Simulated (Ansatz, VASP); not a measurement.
## One calculation of CoSn, two programs

```
Co Sn
1.0
     3.16029    0.00000    0.00000
     0.00000    3.16029    0.00000
     0.00000    0.00000    3.16029
Co Sn
1 1
Cartesian
  0.0000 0.0000 0.0000
  1.5801 1.5801 1.5801
```

Alike in both runs: functional PBE; k mesh 18 × 18 × 18; occupations gaussian, width 0.1 eV; collinear spin.

Ansatz relaxed the structure, and its values are those at the end. VASP's run is a single point on that final structure, the one shown.

|  | VASP | Ansatz |
| --- | --- | --- |
| version | VASP 6.6.1 | Ansatz 0.2.0 |
| potentials or method | VASP PAW PBE potentials, release 64 (Co, Sn_d), cutoff 520 eV | scalar-relativistic, plane waves, PAW |
| valence electrons in the cell | 23 | 31 |

|  | VASP | Ansatz | Ansatz less VASP |
| --- | --- | --- | --- |
| gap on the k mesh at the Fermi level (eV) | none | none | - |
| pressure (GPa) | -0.1 | 0.0 | +0.13 |
| net moment per atom (μB) | 0.37 | 0.37 | +0.009 |
| size of the moment on the site where the two differ most (μB) | 0.77 | 0.80 | +0.026 |

Site moments also hang on the region over which each program counts them. A gap of «none» marks a metal or a gap that the smearing closes. VASP's potentials hold 23 valence electrons a cell and Ansatz's 31, so a difference there can come from the potentials and not from the codes.
